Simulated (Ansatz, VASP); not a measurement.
## InSb: VASP beside Ansatz

INCAR

```
ALGO = Normal
EDIFF = 1E-7
ENCUT = 520
GGA = PS
ISIF = 2
ISMEAR = 0
LASPH = True
LCHARG = True
LELF = True
LREAL = False
LVHAR = True
LWAVE = False
NBANDS = 16
NELM = 60
PREC = Accurate
SIGMA = 0.15
```

Contents of KPOINTS:

```
k-points
0
Gamma
  12 12 12
```

File POSCAR:

```
InSb
1.0
    0.0000000000      3.3362730000      3.2876865000
    3.3362730000      0.0000000000      3.2876865000
    3.3362730000      3.3362730000      0.0000000000
In Sb
1 1
Direct
    0.0000000000      0.0000000000      0.0000000000
    0.7500000000      0.7500000000      0.7500000000
```

Input for Ansatz:

```yaml
crystal:
  lattice:
    - [0.0, 3.336273, 3.2876865]
    - [3.336273, 0.0, 3.2876865]
    - [3.336273, 3.336273, 0.0]
  atoms:
    - { symbol: In, position: [0.0, 0.0, 0.0] }
    - { symbol: Sb, position: [0.75, 0.75, 0.75] }
basis:
  ecutwfc: 420
kpoints:
  mp_grid: { grid: [12, 12, 12] }
hamiltonian:
  xc: pbesol
scf:
  occupations: { method: gaussian, width: 0.15 }
output:
  forces: true
  stress: true
  eigenvalues: true
```

Change from the starting cell: strain +0.030 along x and y, +0.015 along z, atoms carried along.

Alike in both runs: task single point; functional PBEsol; k mesh 12 × 12 × 12; occupations gaussian, width 0.15 eV; no spin polarisation.

|  | VASP | Ansatz |
| --- | --- | --- |
| version | VASP 6.6.1 | Ansatz 0.2.0 |
| potentials or method | VASP PAW PBE potentials, release 64 (In_d, Sb), cutoff 520 eV | scalar-relativistic, plane waves, PAW |
| valence electrons in the cell | 18 | 28 |

|  | VASP | Ansatz | Ansatz less VASP |
| --- | --- | --- | --- |
| pressure (GPa) | -2.1 | -2.1 | -0.01 |
| traceless stress, the component that is largest in VASP (GPa) | 0.27 | 0.27 | 0.000 |

VASP's potentials were made for PBE, not for PBEsol. With one functional, cell and mesh, what is left measures potentials, basis and numerics. VASP's potentials hold 18 valence electrons a cell and Ansatz's 28, so a difference there can come from the potentials and not from the codes.

Neither program's run includes spin-orbit coupling.
